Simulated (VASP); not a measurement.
Wanted: the native input for a VASP 6.6.1 run.

* Task: single point
* Functional: PBEsol
* Potentials or basis: VASP PAW PBE potentials, release 64 (Sn_d, O)
* Cutoff: 520 eV
* k mesh: 12 × 12 × 12
* Occupations: gaussian, width 0.05 eV
* Spin: no spin polarisation
* Dipole correction: no
* Further INCAR settings: ALGO = Normal; EDIFF = 1e-06; NBANDS = 20

The structure of SnO2 lies in POSCAR:

```
SnO2
1.0
    1.6471025567      0.9509551045      4.5249357463
   -1.6471025567      0.9509551045      4.5249357463
    0.0000000000     -1.9019102089      4.5249357463
Sn O
1 2
Direct
    0.5000000000      0.5000000000      0.5000000000
    0.2350891156      0.2350891156      0.2350891156
    0.7649108844      0.7649108844      0.7649108844
```

This cell differs from its parent crystal: atoms shifted along a free coordinate.

The input as run:

INCAR

```
PREC     = Accurate       # precision mode
ENCUT    = 520            # plane-wave cutoff, eV
EDIFF    = 1E-6           # SCF threshold, eV
ISMEAR   = 0              # smearing method
SIGMA    = 0.05           # smearing width, eV
LREAL    = F              # projectors in reciprocal space
LASPH    = T              # aspherical terms in the spheres
NELM     = 60             # most SCF steps
ALGO     = Normal         # electronic algorithm
ISIF     = 2              # what is computed and relaxed
LWAVE    = F              # write WAVECAR
LCHARG   = F              # write CHGCAR
GGA      = PS             # functional
NBANDS   = 20             # bands
```

KPOINTS

```
Automatic mesh
0
Gamma
  12 12 12
```

Potentials or basis: VASP PAW PBE potentials, release 64 (Sn_d, O).

The run is started by

```console
$ cat potpaw_PBE.64/Sn_d/POTCAR potpaw_PBE.64/O/POTCAR > POTCAR
$ mpirun -np 1 vasp_std > vasp.out
```

It gave:

The pressure is -4.0 GPa, the largest force is 0.397 eV/Å and the band gap on the k mesh is 1.50 eV (least direct gap 1.66 eV).

Caveat: the cell differs from its parent crystal (atoms shifted along a free coordinate); the cell stands under tension; the PAW data sets were made with another functional, which shifts forces and pressure a little; spin-orbit coupling is left out, which moves the levels of the heavy elements.

It took 2.3 min on 1 thread of Intel(R) Xeon(R) 6975P-C (Granite Rapids), with other jobs on the host, peak memory 0.32 GiB.
